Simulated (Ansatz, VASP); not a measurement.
## Te in VASP and in Ansatz

File POSCAR:

```
Te
1.0
    0.0000000000      2.4538186275      2.4538186275
    2.4538186275      0.0000000000      2.4538186275
    2.4538186275      2.4538186275      0.0000000000
Te
1
Direct
    0.0000000000      0.0000000000      0.0000000000
```

File INCAR.step1:

```
SYSTEM = Te
  PREC = Accurate
  ENCUT = 520
  ISMEAR = -1
  SIGMA = 0.1
  LREAL = .False.
  LASPH = .True.
  NELM = 80
  NBANDS = 9
  GGA = PE
  ALGO = Normal
  EDIFF = 1E-4
  LWAVE = .True.
  LCHARG = .False.
```

File INCAR.step2:

```
SYSTEM = Te
  PREC = Accurate
  ENCUT = 520
  EDIFF = 1E-7
  ISMEAR = -1
  SIGMA = 0.1
  LREAL = .False.
  LASPH = .True.
  NELM = 80
  ALGO = Normal
  ISIF = 2
  LWAVE = .False.
  LCHARG = .False.
  METAGGA = R2SCAN
  LMIXTAU = .True.
  NBANDS = 9
  ISTART = 1
```

The input KPOINTS:

```
Automatic mesh
0
Gamma
  13 13 13
  0 0 0
```

Input for Ansatz:

```yaml
crystal:
  lattice:
    - [0.0, 2.4538186275, 2.4538186275]
    - [2.4538186275, 0.0, 2.4538186275]
    - [2.4538186275, 2.4538186275, 0.0]
  atoms:
    - { symbol: Te, position: [0.0, 0.0, 0.0] }
hamiltonian:
  xc: r2scan
  pseudopotentials:
    kind: paw
    azcp:
      Te: "pseudopotentials/Te.paw.azcp"
basis:
  ecutwfc: 500
  fft_grid_basis: typed
kpoints:
  mp_grid: { grid: [13, 13, 13], shift: [0, 0, 0] }
magnetization:
  spin_polarized: false
scf:
  occupations: { method: fermi_dirac, width: 0.1 }
  lower_state_search: "off"
output:
  stress: true
```

Alike in both runs: task single point; functional r2SCAN; k mesh 13 × 13 × 13; occupations fermi-dirac, width 0.1 eV; no spin polarisation.

|  | VASP | Ansatz |
| --- | --- | --- |
| version | VASP 6.6.1 | Ansatz 0.2.0 |
| potentials or method | VASP PAW PBE potentials, release 64 (Te), cutoff 520 eV | plane waves (500 eV) with PAW, scalar-relativistic |
| valence electrons in the cell | 6 | 16 |

```tsv
	VASP	Ansatz	Ansatz less VASP
pressure (GPa)	-2.0	-2.0	+0.07
```

VASP's potentials were made for PBE, not for r2SCAN. VASP's potentials hold 6 valence electrons a cell and Ansatz's 16, so a difference there can come from the potentials and not from the codes.

Neither program's run includes spin-orbit coupling.
